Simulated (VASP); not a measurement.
# InSb (ae) (F-43m) in VASP: single point with PBEsol

Aim: the single point of InSb (ae) with PBEsol.

All numbers are computed with VASP 6.6.1; they aren't measurements. Logs are shortened: lines on timing, memory, paths and dates and some standing lists are left out, and cuts for length are marked.

## 1. The cell of the first run

The structure is cubic, space group F-43m (No. 216). Conventional cell: a = 6.520 Å, b = 6.520 Å, c = 6.520 Å, α = 90.00°, β = 90.00°, γ = 90.00°. Within 3.7 Å of In (site symmetry -43m) lie 4 Sb at 2.82 Å. Sb (site symmetry -43m) has 4 In at 2.82 Å within 3.7 Å.

## 2. Single point, PBEsol

INCAR reads:

```
  ALGO = Normal
  EDIFF = 1E-6
  ENCUT = 520
  GGA = PS
  ISIF = 2
  ISMEAR = 0
  LASPH = True
  LCHARG = True
  LELF = True
  LREAL = False
  LVHAR = True
  LWAVE = False
  NBANDS = 16
  NELM = 80
  PREC = Accurate
  SIGMA = 0.1
```

KPOINTS reads:

```
k-points
0
Gamma
  12 12 12
```

POSCAR reads:

```
InSb
1.0
    0.0000000000      3.2598198018      3.2598198018
    3.2598198018      0.0000000000      3.2598198018
    3.2598198018      3.2598198018      0.0000000000
In Sb
1 1
Direct
    0.0000000000      0.0000000000      0.0000000000
    0.7500000000      0.7500000000      0.7500000000
```

Potentials or basis: VASP PAW PBE potentials, release 64 (In_d, Sb).

On the command line:

```console
> cat potpaw_PBE.64/In_d/POTCAR potpaw_PBE.64/Sb/POTCAR > POTCAR
> mpirun -np 1 vasp_std > vasp.out
```

OUTCAR:

```text
EDIFF = 1E-6
   ENCUT = 520
   GGA = PS
   ISIF = 2
   ISMEAR = 0
   LASPH = True
   LREAL = False
   NELM = 80
   PREC = Accurate

 ion  position               nearest neighbor table
   1  0.000  0.000  0.000-   2 2.82   2 2.82   2 2.82   2 2.82
   2  0.750  0.750  0.750-   1 2.82   1 2.82   1 2.82   1 2.82

  LATTYP: Found a face centered cubic cell.
 ALAT       =     6.5196396036

  Lattice vectors:

 A1 = (   0.0000000000,   3.2598198018,   3.2598198018)
 A2 = (   3.2598198018,   0.0000000000,   3.2598198018)
 A3 = (   3.2598198018,   3.2598198018,   0.0000000000)

Analysis of symmetry for initial positions (statically):
=====================================================================
 Subroutine PRICEL returns:
 Original cell was already a primitive cell.

 Routine SETGRP: Setting up the symmetry group for a
 face centered cubic supercell.

 Subroutine GETGRP returns: Found 24 space group operations
 (whereof 24 operations were pure point group operations)
 out of a pool of 48 trial point group operations.

The static configuration has the point symmetry T_d .

Analysis of symmetry for dynamics (positions and initial velocities):
=====================================================================
 Subroutine PRICEL returns:
 Original cell was already a primitive cell.

 Routine SETGRP: Setting up the symmetry group for a
 face centered cubic supercell.

 Subroutine GETGRP returns: Found 24 space group operations
 (whereof 24 operations were pure point group operations)
 out of a pool of 48 trial point group operations.

The dynamic configuration has the point symmetry T_d .

 Subroutine INISYM returns: Found 24 space group operations
 (whereof 24 operations are pure point group operations),
 and found     1 'primitive' translations

----------------------------------------------------------------------------------------

                                     Primitive cell

  volume of cell :      69.2805

  direct lattice vectors                    reciprocal lattice vectors
     0.000000000  3.259819802  3.259819802    -0.153382711  0.153382711  0.153382711
     3.259819802  0.000000000  3.259819802     0.153382711 -0.153382711  0.153382711
     3.259819802  3.259819802  0.000000000     0.153382711  0.153382711 -0.153382711

  length of vectors
     4.610081375  4.610081375  4.610081375     0.265666649  0.265666649  0.265666649

  position of ions in fractional coordinates (direct lattice)
     0.000000000  0.000000000  0.000000000
[... 73 lines left out ...]
   LNONCOLLINEAR =      F non collinear calculations
   LSORBIT =      F    spin-orbit coupling
   LASPH  =      T    aspherical Exc in radial PAW
   ENCUT  =  520.0 eV  38.22 Ry    6.18 a.u.   8.57  8.57  8.57*2*pi/ulx,y,z
   NELM   =     80;   NELMIN=  2; NELMDL= -5     # of ELM steps
   EDIFF  = 0.1E-05   stopping-criterion for ELM
   LREAL  =      F    real-space projection
   EDIFFG = 0.1E-04   stopping-criterion for IOM
   NSW    =      0    number of steps for IOM
   IBRION =     -1    ionic relax: 0-MD 1-quasi-New 2-CG
   NFREE  =      0    steps in history (QN), initial steepest desc. (CG)
   ISIF   =      2    stress and relaxation
   ISYM   =      2    0-nonsym 1-usesym 2-fastsym
   POTIM  = 0.5000    time-step for ionic-motion
   TEBEG  =    0.0;   TEEND  =   0.0 temperature during run
   PSTRESS=    0.0 pullay stress
   NELECT =      18.0000    total number of electrons
   NUPDOWN=      -1.0000    fix difference up-down
   EMIN   =  10.00;   EMAX   =-10.00  energy-range for DOS
   EFERMI =   0.00;   METHOD = LEGACY
   ISMEAR =     0;   SIGMA  =   0.10  broadening in eV -4-tet -1-fermi 0-gaus
   EFERMI_NEDOS =   21; number of points for ismear=-14 and -15
   IALGO  =     38    algorithm
   IMIX   =      4    mixing-type and parameters
     AMIX     =   0.40;   BMIX     =  1.00
     AMIX_MAG =   1.60;   BMIX_MAG =  1.00
  volume/ion in A,a.u.               =      34.64       233.76
  Fermi-wavevector in a.u.,A,eV,Ry     =   1.044629  1.974063 14.847354  1.091250
  Thomas-Fermi vector in A             =   2.179390
   LORBIT       =      0    0 simple, 1 ext, 2 COOP (PROOUT), +10 PAW based schemes
   GGA     = PS    functional components
   LHFCALC =     F    Hartree Fock is set to
   AEXX    =    0.0000 exact exchange contribution
   IVDW    =     0    specifies the selected vdW correction
   LEPSILON=     F    determine dielectric tensor
   LRPA    =     F    only Hartree local field effects (RPA)
 non-spin polarized calculation
 Gauss-broadening in eV      SIGMA  =   0.10
  energy-cutoff  :      520.00
  volume of cell :       69.28
 maximum number of plane-waves:      1892
 NGX is ok and might be reduce to    36
   NGX = 17   NGY = 17   NGZ = 17

 number of electron      17.9999994 magnetization

 Free energy of the ion-electron system (eV)
  ---------------------------------------------------
  ext. energy  EPLUGINS =         0.00000000
  ---------------------------------------------------
  free energy    TOTEN  =        -7.70077475 eV

  energy without entropy =       -7.70062749  energy(sigma->0) =       -7.70070112

 E-fermi :   4.8217     XC(G=0):  -8.7896

 val. band max:        4.7654675554   @ k =   0.0000   0.0000   0.0000
 cond. band min:       5.2050944540   @ k =   0.5000   0.0000   0.0000
 fundamental gap:      0.4396268987
 Fermi energy:         4.8216869125

 k-point     1 :       0.0000    0.0000    0.0000
  band No.  band energies     occupation
      1      -9.7351      2.00000
      2      -9.7351      2.00000
      3      -9.7351      2.00000
      4      -9.6537      2.00000
      5      -9.6537      2.00000
      6      -5.8657      2.00000
[... 433 lines left out ...]
      3      -9.7117      2.00000
      4      -9.6551      2.00000
      5      -9.6526      2.00000
      6      -4.3882      2.00000
[... 8 lines left out ...]
     15      12.9404      0.00000
     16      13.1995      0.00000

 [... further k-points ...]
[... 5 lines left out ...]
  --------------------------------------------------------------------------------------
  -------------------------------------------------------------------------------------
  Total        0.0007911      0.0007911      0.0007911      0.0000000      0.0000000     -0.0000000
  in kB        0.0182953      0.0182953      0.0182953      0.0000000      0.0000000     -0.0000000
  external PRESSURE =       0.0182953 kB  Pullay stress =       0.0000000 kB

 VOLUME and BASIS-vectors are now :
 -----------------------------------------------------------------------------
  energy-cutoff  :      520.00
  volume of cell :       69.28
      direct lattice vectors                 reciprocal lattice vectors
     0.000000000  3.259819802  3.259819802    -0.153382711  0.153382711  0.153382711
     3.259819802  0.000000000  3.259819802     0.153382711 -0.153382711  0.153382711
     3.259819802  3.259819802  0.000000000     0.153382711  0.153382711 -0.153382711

 POSITION                                       TOTAL-FORCE (eV/Angst)
 -----------------------------------------------------------------------------------
      0.00000      0.00000      0.00000         0.000000      0.000000      0.000000
      4.88973      4.88973      4.88973        -0.000000     -0.000000     -0.000000
 -----------------------------------------------------------------------------------
    total drift:                                0.000000      0.000000      0.000000

  FREE ENERGIE OF THE ION-ELECTRON SYSTEM (eV)
  ---------------------------------------------------
  free  energy   TOTEN  =        -7.7007747542 eV

  energy  without entropy=       -7.7006274920  energy(sigma->0) =       -7.70070112
```

stdout:

```text
POSCAR found type information on POSCAR InSb
 POSCAR found :  2 types and       2 ions
 scaLAPACK will be used
 -----------------------------------------------------------------------------
|                                                                             |
|                                                                             |
|     You enforced a specific xc type in the INCAR file but a different       |
|     I HOPE YOU KNOW WHAT YOU ARE DOING!                                     |
|                                                                             |
 -----------------------------------------------------------------------------

 LDA part: xc-table for (Slater+PW92), standard interpolation
 POSCAR, INCAR and KPOINTS ok, starting setup
 FFT: planning ... GRIDC
 FFT: planning ... GRID_SOFT
 FFT: planning ... GRID
 WAVECAR not read
 entering main loop
```

Run time: 34 s. Hardware: 1 thread of Intel Xeon 6975P-C (Granite Rapids), shared host; peak memory 0.25 GiB.

What came out:

```
Free energy            : -7.7008 eV
Pressure               : 0.0 GPa
Band gap on the k mesh : zero (filled and empty bands touch)
```

Caveat: the PAW data sets were made with another functional, which shifts forces and pressure a little; spin-orbit coupling is left out, which moves the levels of the heavy elements.
